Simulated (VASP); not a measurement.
Here is a VASP 6.6.1 calculation.

The input INCAR:

```
SYSTEM = Mg
  PREC = Accurate
  ENCUT = 600
  EDIFF = 1E-7
  ISMEAR = -1
  SIGMA = 0.1
  LREAL = .FALSE.
  LASPH = .TRUE.
  NELM = 80
  ALGO = Normal
  ISIF = 3
  LWAVE = .FALSE.
  LCHARG = .FALSE.
  GGA = PS
  IBRION = 2
  NSW = 80
  EDIFFG = -0.01
```

KPOINTS

```
regular mesh
0
G
  7 7 10
  0 0 0
```

POSCAR

```
Mg
1.0
    5.0827995274      0.0000000000      0.0000000000
   -2.5413997637      4.4018335130      0.0000000000
    0.0000000000      0.0000000000      3.1157561103
Mg
3
Direct
    0.0000000000      0.0000000000      0.0000000000
    0.3333333333      0.6666666667      0.5000000000
    0.6666666667      0.3333333333      0.5000000000
```

Potentials or basis: VASP PAW PBE potentials, release 64 (Mg).

The run is started by

```sh
$ cat potpaw_PBE.64/Mg/POTCAR > POTCAR
$ mpirun -np 1 vasp_std > vasp.out
```

(1) Predict the relaxed cell.

(2) Estimate the band gap on the k mesh.

Results:

(1) a = 5.068 Å, b = 5.068 Å, c = 3.074 Å, α = 90.00°, β = 90.00°, γ = 120.00°.

(2) zero (band 3 reaches 6.19 eV, above the bottom of band 4 at 1.73 eV).
